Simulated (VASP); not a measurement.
# Sn (Fm-3m) in VASP: a series of runs

Sn is run at these levels: PBEsol; tasks: single point.

Everything below comes from runs of VASP 6.6.1. Logs are shortened: lines on timing, memory, paths and dates and some standing lists are left out, and cuts for length are marked.

## (1) The cell of the first run

The structure is cubic, space group Fm-3m (No. 225). Conventional cell: a = 4.736 Å, b = 4.736 Å, c = 4.736 Å, α = 90.00°, β = 90.00°, γ = 90.00°. Within 4.4 Å of Sn (site symmetry m-3m) lie 12 Sn at 3.35 Å.

## (2) Single point, PBEsol

INCAR reads:

```
ALGO     = Normal         # electronic algorithm
EDIFF    = 1E-6           # SCF threshold, eV
ENCUT    = 520            # plane-wave cutoff, eV
GGA      = PS             # functional
ISIF     = 2              # what is computed and relaxed
ISMEAR   = -1             # smearing method
LASPH    = True           # aspherical terms in the spheres
LCHARG   = False          # write CHGCAR
LREAL    = False          # projectors in reciprocal space
LWAVE    = False          # write WAVECAR
NBANDS   = 13             # bands
NELM     = 60             # most SCF steps
PREC     = Accurate       # precision mode
SIGMA    = 0.1            # smearing width, eV
```

KPOINTS reads:

```
k-points
0
Gamma
  11 11 11
```

POSCAR reads:

```
Sn
1.0
    0.0000000000      2.3678312358      2.3678312358
    2.3678312358      0.0000000000      2.3678312358
    2.3678312358      2.3678312358      0.0000000000
Sn
1
Direct
    0.0000000000      0.0000000000      0.0000000000
```

Potentials or basis: VASP PAW PBE potentials, release 64 (Sn_d).

Command:

```bash
cat potpaw_PBE.64/Sn_d/POTCAR > POTCAR
mpirun -np 1 vasp_std > vasp.out
```

OUTCAR:

```text
EDIFF = 1E-6
   ENCUT = 520
   GGA = PS
   ISIF = 2
   ISMEAR = -1
   LASPH = True
   LREAL = False
   NELM = 60
   PREC = Accurate

 ion  position               nearest neighbor table
   1  0.000  0.000  0.000-

  LATTYP: Found a face centered cubic cell.
 ALAT       =     4.7356624716

  Lattice vectors:

 A1 = (   0.0000000000,   2.3678312358,   2.3678312358)
 A2 = (   2.3678312358,   0.0000000000,   2.3678312358)
 A3 = (   2.3678312358,   2.3678312358,   0.0000000000)

Analysis of symmetry for initial positions (statically):
=====================================================================
 Subroutine PRICEL returns:
 Original cell was already a primitive cell.

 Routine SETGRP: Setting up the symmetry group for a
 face centered cubic supercell.

 Subroutine GETGRP returns: Found 48 space group operations
 (whereof 48 operations were pure point group operations)
 out of a pool of 48 trial point group operations.

The static configuration has the point symmetry O_h .

Analysis of symmetry for dynamics (positions and initial velocities):
=====================================================================
 Subroutine PRICEL returns:
 Original cell was already a primitive cell.

 Routine SETGRP: Setting up the symmetry group for a
 face centered cubic supercell.

 Subroutine GETGRP returns: Found 48 space group operations
 (whereof 48 operations were pure point group operations)
 out of a pool of 48 trial point group operations.

The dynamic configuration has the point symmetry O_h .

 Subroutine INISYM returns: Found 48 space group operations
 (whereof 48 operations are pure point group operations),
 and found     1 'primitive' translations

----------------------------------------------------------------------------------------

                                     Primitive cell

  volume of cell :      26.5511

  direct lattice vectors                    reciprocal lattice vectors
     0.000000000  2.367831236  2.367831236    -0.211163698  0.211163698  0.211163698
     2.367831236  0.000000000  2.367831236     0.211163698 -0.211163698  0.211163698
     2.367831236  2.367831236  0.000000000     0.211163698  0.211163698 -0.211163698

  length of vectors
     3.348619047  3.348619047  3.348619047     0.365746254  0.365746254  0.365746254

  position of ions in fractional coordinates (direct lattice)
     0.000000000  0.000000000  0.000000000

  ion indices of the primitive-cell ions
   primitive index   ion index
                 1           1

----------------------------------------------------------------------------------------

 KPOINTS: k-points

Automatic generation of k-mesh.
 Grid dimensions read from file:
 generate k-points for:   11   11   11

 Generating k-lattice:

  Cartesian coordinates                     Fractional coordinates (reciprocal lattice)
    -0.019196700  0.019196700  0.019196700     0.090909091  0.000000000  0.000000000
     0.019196700 -0.019196700  0.019196700     0.000000000  0.090909091  0.000000000
     0.019196700  0.019196700 -0.019196700     0.000000000  0.000000000  0.090909091

  Length of vectors
     0.033249659  0.033249659  0.033249659

  Shift w.r.t. Gamma in fractional coordinates (k-lattice)
     0.000000000  0.000000000  0.000000000

 Subroutine IBZKPT returns following result:
 ===========================================

 Found     56 irreducible k-points:

 Following reciprocal coordinates:
            Coordinates               Weight
  0.000000  0.000000  0.000000      1.000000
  0.090909  0.000000  0.000000      8.000000
  0.181818  0.000000  0.000000      8.000000
  0.272727  0.000000  0.000000      8.000000
  0.363636  0.000000  0.000000      8.000000
  0.454545  0.000000  0.000000      8.000000
[... 16 lines left out ...]
 -0.272727  0.181818  0.000000     24.000000
 -0.181818  0.181818  0.000000     12.000000
 [... further k-points ...]
   k-points           NKPTS =     56   k-points in BZ     NKDIM =     56   number of bands    NBANDS=     13
   number of dos      NEDOS =    301   number of ions     NIONS =      1
   total plane-waves  NPLWV =  21952
   dimension x,y,z NGX =    28 NGY =   28 NGZ =   28
   dimension x,y,z NGXF=    56 NGYF=   56 NGZF=   56
   ions per type =               1
   NGX,Y,Z   is equivalent  to a cutoff of  13.90, 13.90, 13.90 a.u.
   NGXF,Y,Z  is equivalent  to a cutoff of  27.80, 27.80, 27.80 a.u.
 SYSTEM =  unknown system
   PREC   = accura    normal or accurate (medium, high low for compatibility)
   ISTART =      0    job   : 0-new  1-cont  2-samecut
   ICHARG =      2    charge: 1-file 2-atom 10-const
   ISPIN  =      1    spin polarized calculation?
   LNONCOLLINEAR =      F non collinear calculations
   LSORBIT =      F    spin-orbit coupling
   LASPH  =      T    aspherical Exc in radial PAW
   ENCUT  =  520.0 eV  38.22 Ry    6.18 a.u.   6.23  6.23  6.23*2*pi/ulx,y,z
   NELM   =     60;   NELMIN=  2; NELMDL= -5     # of ELM steps
   EDIFF  = 0.1E-05   stopping-criterion for ELM
   LREAL  =      F    real-space projection
   EDIFFG = 0.1E-04   stopping-criterion for IOM
   NSW    =      0    number of steps for IOM
   IBRION =     -1    ionic relax: 0-MD 1-quasi-New 2-CG
   NFREE  =      0    steps in history (QN), initial steepest desc. (CG)
   ISIF   =      2    stress and relaxation
   ISYM   =      2    0-nonsym 1-usesym 2-fastsym
   POTIM  = 0.5000    time-step for ionic-motion
   TEBEG  =    0.0;   TEEND  =   0.0 temperature during run
   PSTRESS=    0.0 pullay stress
   NELECT =      14.0000    total number of electrons
   NUPDOWN=      -1.0000    fix difference up-down
   EMIN   =  10.00;   EMAX   =-10.00  energy-range for DOS
   EFERMI =   0.00;   METHOD = LEGACY
   ISMEAR =    -1;   SIGMA  =   0.10  broadening in eV -4-tet -1-fermi 0-gaus
   EFERMI_NEDOS =   21; number of points for ismear=-14 and -15
   IALGO  =     38    algorithm
   IMIX   =      4    mixing-type and parameters
     AMIX     =   0.40;   BMIX     =  1.00
     AMIX_MAG =   1.60;   BMIX_MAG =  1.00
  volume/ion in A,a.u.               =      26.55       179.18
  Fermi-wavevector in a.u.,A,eV,Ry     =   1.322585  2.499322 23.799716  1.749230
  Thomas-Fermi vector in A             =   2.452255
   LORBIT       =      0    0 simple, 1 ext, 2 COOP (PROOUT), +10 PAW based schemes
   GGA     = PS    functional components
   LHFCALC =     F    Hartree Fock is set to
   AEXX    =    0.0000 exact exchange contribution
   IVDW    =     0    specifies the selected vdW correction
   LEPSILON=     F    determine dielectric tensor
   LRPA    =     F    only Hartree local field effects (RPA)
 non-spin polarized calculation
  energy-cutoff  :      520.00
  volume of cell :       26.55
 maximum number of plane-waves:       728
 NGX is ok and might be reduce to    28
   NGX = 13   NGY = 13   NGZ = 13

 number of electron      14.0000003 magnetization

 Free energy of the ion-electron system (eV)
  ---------------------------------------------------
  ext. energy  EPLUGINS =         0.00000000
  ---------------------------------------------------
  free energy    TOTEN  =        -4.24697936 eV

  energy without entropy =       -4.23034329  energy(sigma->0) =       -4.23866133

 E-fermi :   8.2477     XC(G=0): -10.6115

 val. band max:        8.1639704486   @ k =   0.3636   0.1818   0.0000
 cond. band min:       8.2829830089   @ k =  -0.1818   0.2727   0.0909
 fundamental gap:      0.1190125603
 Fermi energy:         8.2477263630

 k-point     1 :       0.0000    0.0000    0.0000
  band No.  band energies     occupation
      1     -13.1900      2.00000
      2     -13.1900      2.00000
      3     -13.1900      2.00000
      4     -13.1055      2.00000
      5     -13.1055      2.00000
      6      -3.0566      2.00000
      7      16.1468      0.00000
      8      16.1468      0.00000
      9      16.1468      0.00000
     10      18.9132      0.00000
     11      20.2637      0.00000
     12      20.2637      0.00000
     13      20.2637      0.00000

 k-point     2 :       0.0909    0.0000    0.0000
  band No.  band energies     occupation
      1     -13.1895      2.00000
      2     -13.1828      2.00000
      3     -13.1828      2.00000
      4     -13.1056      2.00000
      5     -13.1056      2.00000
      6      -2.8829      2.00000
      7      14.3924      0.00000
      8      15.8777      0.00000
      9      15.8777      0.00000
     10      18.3437      0.00000
     11      20.7320      0.00000
     12      20.7320      0.00000
     13      21.9263      0.00000

 k-point     3 :       0.1818    0.0000    0.0000
  band No.  band energies     occupation
      1     -13.1888      2.00000
      2     -13.1701      2.00000
      3     -13.1701      2.00000
      4     -13.0991      2.00000
      5     -13.0991      2.00000
      6      -2.3607      2.00000
      7      11.4453      0.00000
      8      15.3275      0.00000
      9      15.3275      0.00000
     10      18.0617      0.00000
     11      21.2764      0.00000
     12      21.2764      0.00000
     13      21.7054      0.00000

 k-point     4 :       0.2727    0.0000    0.0000
  band No.  band energies     occupation
      1     -13.1889      2.00000
      2     -13.1689      2.00000
      3     -13.1689      2.00000
      4     -13.0749      2.00000
      5     -13.0749      2.00000
      6      -1.4912      2.00000
      7       8.5744      0.07348
      8      14.7969      0.00000
      9      14.7969      0.00000
     10      17.9410      0.00000
     11      20.3208      0.00000
     12      20.3208      0.00000
     13      20.5320      0.00000

 k-point     5 :       0.3636    0.0000    0.0000
  band No.  band energies     occupation
      1     -13.1899      2.00000
      2     -13.1761      2.00000
      3     -13.1761      2.00000
      4     -13.0442      2.00000
      5     -13.0442      2.00000
      6      -0.2947      2.00000
      7       5.9996      2.00000
      8      14.4080      0.00000
      9      14.4080      0.00000
     10      17.9868      0.00000
     11      19.5123      0.00000
     12      19.5123      0.00000
     13      19.5459      0.00000
[... 257 lines left out ...]
 k-point    22 :      -0.3636    0.1818    0.0000
  band No.  band energies     occupation
      1     -13.1925      2.00000
      2     -13.1562      2.00000
      3     -13.1390      2.00000
      4     -13.0523      2.00000
      5     -13.0488      2.00000
      6       1.2081      2.00000
      7       5.1604      2.00000
      8      10.0121      0.00000
      9      13.4228      0.00000
     10      16.3521      0.00000
     11      21.0106      0.00000
     12      21.1503      0.00000
     13      25.0687      0.00000

 k-point    23 :      -0.2727    0.1818    0.0000
  band No.  band energies     occupation
      1     -13.1790      2.00000
      2     -13.1682      2.00000
      3     -13.1342      2.00000
      4     -13.0876      2.00000
      5     -13.0496      2.00000
      6      -0.1197      2.00000
      7       7.3786      1.99966
      8       9.9295      0.00000
      9      14.3797      0.00000
     10      17.2170      0.00000
     11      20.7296      0.00000
     12      20.8573      0.00000
     13      22.9711      0.00000

 k-point    24 :      -0.1818    0.1818    0.0000
  band No.  band energies     occupation
      1     -13.1820      2.00000
      2     -13.1673      2.00000
      3     -13.1310      2.00000
      4     -13.1215      2.00000
      5     -13.0585      2.00000
      6      -1.2026      2.00000
      7       9.6946      0.00000
      8      10.4804      0.00000
      9      15.4097      0.00000
     10      18.3966      0.00000
     11      20.0038      0.00000
     12      20.7832      0.00000
     13      21.4792      0.00000

 [... further k-points ...]
[... 5 lines left out ...]
  --------------------------------------------------------------------------------------
  -------------------------------------------------------------------------------------
  Total       -0.0137597     -0.0137597     -0.0137597     -0.0000000     -0.0000000      0.0000000
  in kB       -0.8303024     -0.8303024     -0.8303024     -0.0000000     -0.0000000      0.0000000
  external PRESSURE =      -0.8303024 kB  Pullay stress =       0.0000000 kB

 VOLUME and BASIS-vectors are now :
 -----------------------------------------------------------------------------
  energy-cutoff  :      520.00
  volume of cell :       26.55
      direct lattice vectors                 reciprocal lattice vectors
     0.000000000  2.367831236  2.367831236    -0.211163698  0.211163698  0.211163698
     2.367831236  0.000000000  2.367831236     0.211163698 -0.211163698  0.211163698
     2.367831236  2.367831236  0.000000000     0.211163698  0.211163698 -0.211163698

 POSITION                                       TOTAL-FORCE (eV/Angst)
 -----------------------------------------------------------------------------------
      0.00000      0.00000      0.00000         0.000000      0.000000      0.000000
 -----------------------------------------------------------------------------------
    total drift:                               -0.000000     -0.000000     -0.000000

  FREE ENERGIE OF THE ION-ELECTRON SYSTEM (eV)
  ---------------------------------------------------
  free  energy   TOTEN  =        -4.2469793631 eV

  energy  without entropy=       -4.2303432871  energy(sigma->0) =       -4.23866133
```

Run time: 13 s. Hardware: 1 thread of Intel Xeon Platinum 8259CL at 2.50GHz (Skylake/Cascade Lake), shared host; peak memory 0.16 GiB.

What came out:

```
Free energy            : -4.2470 eV
Pressure               : -0.1 GPa
Band gap on the k mesh : zero (band 7 reaches 16.15 eV, above the bottom of band 8 at 6.36 eV)
```

Levels at points of the mesh, in eV from the Fermi level:
| k point | band 3 | band 4 | band 5 | band 6 | band 7 | band 8 | band 9 | band 10 | band 11 | band 12 |
| --- | --- | --- | --- | --- | --- | --- | --- | --- | --- | --- |
| (0.00, 0.00, 0.00) | -21.44 | -21.35 | -21.35 | -11.30 | 7.90 | 7.90 | 7.90 | 10.67 | 12.02 | 12.02 |

Caveat: the PAW data sets were made with another functional, which shifts forces and pressure a little; spin-orbit coupling is left out, which moves the levels of the heavy elements.

## (3) Single point, PBEsol (volume scaled by 0.88)

INCAR reads:

```
PREC = Accurate
ENCUT = 520
EDIFF = 1E-7
ISMEAR = -1
SIGMA = 0.1
LREAL = F
LASPH = T
NELM = 100
ALGO = Normal
ISIF = 2
LWAVE = F
LCHARG = T
GGA = PS
LELF = T
LVHAR = T
NBANDS = 13
```

KPOINTS reads:

```
Automatic mesh
0
Gamma
  13 13 13
```

POSCAR reads:

```
Sn
1.0
    0.0000000000      2.2690547203      2.2690547203
    2.2690547203      0.0000000000      2.2690547203
    2.2690547203      2.2690547203      0.0000000000
Sn
1
Direct
    0.0000000000      0.0000000000      0.0000000000
```

Potentials or basis: VASP PAW PBE potentials, release 64 (Sn_d).

Command:

```bash
cat potpaw_PBE.64/Sn_d/POTCAR > POTCAR
mpirun -np 1 vasp_std > vasp.out
```

Run time: 10 s. Hardware: 1 thread of Intel Xeon Platinum 8259CL at 2.50GHz (Skylake/Cascade Lake), shared host; peak memory 0.15 GiB.

It converged, with:

| Item | Value |
| --- | --- |
| Free energy | -4.1619 eV |
| Pressure | 9.1 GPa |
| Band gap on the k mesh | zero (band 7 reaches 18.94 eV, above the bottom of band 8 at 7.70 eV) |

Levels at points of the mesh, in eV from the Fermi level:
```
           k point  band 5  band 6  band 7  band 8  band 9  band 10
(0.00, 0.00, 0.00)  -21.47  -12.39    8.95    8.95    8.95    10.71
```

Caveat: the PAW data sets were made with another functional, which shifts forces and pressure a little; spin-orbit coupling is left out, which moves the levels of the heavy elements.
